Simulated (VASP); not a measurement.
A run of VASP 6.6.1:

The input INCAR:

```
SYSTEM = Si
ALGO     = Normal         ! electronic algorithm
EDIFF    = 1E-6           ! SCF threshold, eV
ENCUT    = 500            ! plane-wave cutoff, eV
GGA      = PE             ! functional
GGA_COMPAT= .False.      
ISIF     = 2              ! what is computed and relaxed
ISMEAR   = 0              ! smearing method
LASPH    = .True.         ! aspherical terms in the spheres
LCHARG   = .True.         ! write CHGCAR
LELF     = .True.         ! ELF
LREAL    = .False.        ! projectors in reciprocal space
LVHAR    = .True.       
LWAVE    = .False.        ! write WAVECAR
NBANDS   = 11             ! bands
NELM     = 120            ! most SCF steps
PREC     = Accurate       ! precision mode
SIGMA    = 0.02           ! smearing width, eV
```

File KPOINTS:

```
k-points
0
Gamma
  8 8 8
  0 0 0
```

The input POSCAR:

```
Si
1.0
    0.0000000000      2.7349905263      2.7349905263
    2.7349905263      0.0000000000      2.7349905263
    2.7349905263      2.7349905263      0.0000000000
Si
2
Direct
    0.0000000000      0.0000000000      0.0000000000
    0.2500000000      0.2500000000      0.2500000000
```

Potentials or basis: VASP PAW PBE potentials, release 64 (Si).

Command:

```bash
$ cat potpaw_PBE.64/Si/POTCAR > POTCAR
$ mpirun -np 1 vasp_std > vasp.out
```

Hardware: 1 thread of Intel(R) Xeon(R) 6975P-C (Granite Rapids) (shared host).

Problem. Estimate the wall time of this run.

Solution. Wall time 6.3 s on 1 thread of Intel(R) Xeon(R) 6975P-C (Granite Rapids), on a shared host, peak memory 0.14 GiB. Counts: scf iterations 11, k points 29.
